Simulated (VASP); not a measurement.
Runs of VASP 6.6.1 on NaI. The structure is that of space group Fm-3m (No. 225), or close to it. The cells are those of the table. 

```csv
cell,gap on the mesh (eV),pressure (GPa)
"a = 4.567 Å, angles 60.0°, 2 atoms",3.66,(b)
"a = 4.490 Å, angles 60.0°, 2 atoms",3.80,1.6
"a = 4.715 Å, angles 60.0°, 2 atoms",3.42,-0.8
"a = 4.642 Å, angles 60.0°, 2 atoms",3.53,-0.2
"a = 4.410 Å, angles 60.0°, 2 atoms",(a),(c)
```

Alike in all rows: task single point; level PBE; potentials or basis VASP PAW PBE potentials, release 64 (Na_pv, I); no spin polarisation; k mesh 4 × 4 × 4; cutoff (eV) 500; smearing gaussian 0.01 eV.

Estimate the missing entries.

(a) 3.97; (b) 0.6; (c) 3.0.

Caveats: some runs use coarse meshes; spin-orbit coupling is left out, which moves the levels of the heavy elements.

A k mesh can miss the band edges, and the runs leave out spin-orbit coupling on I.
